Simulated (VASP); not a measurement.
A run of VASP 6.6.1 is set up as follows.

File POSCAR:

```
GaSi2
1.0
   -1.8214179917      1.8214179917      3.9216862223
    1.8214179917     -1.8214179917      3.9216862223
    1.8214179917      1.8214179917     -3.9216862223
Ga Si
1 2
Direct
    0.0000000000      0.0000000000      0.0000000000
    0.7500000000      0.2500000000      0.5000000000
    0.2500000000      0.7500000000      0.5000000000
```

File INCAR.step1:

```
ALGO = Normal
EDIFF = 1E-4
ENCUT = 520
GGA = PE
ISMEAR = 0
LASPH = True
LCHARG = False
LREAL = False
LWAVE = True
NBANDS = 18
NELM = 100
PREC = Accurate
SIGMA = 0.1
```

The input INCAR.step2:

```
ALGO = Normal
EDIFF = 1E-6
ENCUT = 520
ISIF = 2
ISMEAR = 0
ISTART = 1
LASPH = True
LCHARG = False
LMIXTAU = True
LREAL = False
LWAVE = False
METAGGA = R2SCAN
NBANDS = 18
NELM = 100
PREC = Accurate
SIGMA = 0.1
```

File KPOINTS:

```
k-points
0
Gamma
  6 6 6
```

Potentials or basis: VASP PAW PBE potentials, release 64 (Ga_d, Si).

The run is started by

```bash
$ cat potpaw_PBE.64/Ga_d/POTCAR potpaw_PBE.64/Si/POTCAR > POTCAR
$ cp INCAR.step1 INCAR
$ mpirun -np 1 vasp_std > vasp.out
$ cp INCAR.step2 INCAR
$ mpirun -np 1 vasp_std > vasp.out
```

Q: Estimate the band gap on the k mesh.

A: Zero (an odd number of electrons rules out a gap without spin polarisation).

Q: Estimate the pressure.

A: -0.1 GPa.

Stress tensor (GPa, compression positive):
```
-0.13  0.00  0.00
 0.00 -0.13  0.00
 0.00  0.00  0.06
```

Caveat: the PAW data sets were made with another functional, which shifts forces and pressure a little.
